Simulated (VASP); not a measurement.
Crystal: Ni.

```xyz
1
Lattice="0.0000 1.7455 1.7455 1.7455 0.0000 1.7455 1.7455 1.7455 0.0000" Properties=species:S:1:pos:R:3 pbc="T T T"
Ni    0.0000    0.0000    0.0000
```

Base run:

| Property | Result |
| --- | --- |
| Program | VASP 6.6.1 |
| Functional | LDA |
| Potentials or basis | VASP PAW LDA potentials, release 64 (Ni) |
| Cutoff | 520 eV |
| k mesh | 24 × 24 × 24 |
| Occupations | gaussian, width 0.15 eV |
| Spin | collinear spin, ferromagnetic start |
| Starting moments | [0.875] μB |
| Fixed moment | 0.875 μB |

Its results: pressure -10.6 GPa; site moments Ni +0.87 μB.

Q: The run is repeated on the same cell with these changes: fixed moment from 0.875 μB to 0.5 μB; moments at the start from [0.88] to [0.5]. What comes out?

A: Pressure -13.1 GPa; site moments Ni +0.51 μB.

Caveats: the total moment is fixed, so each spin has its own Fermi level.
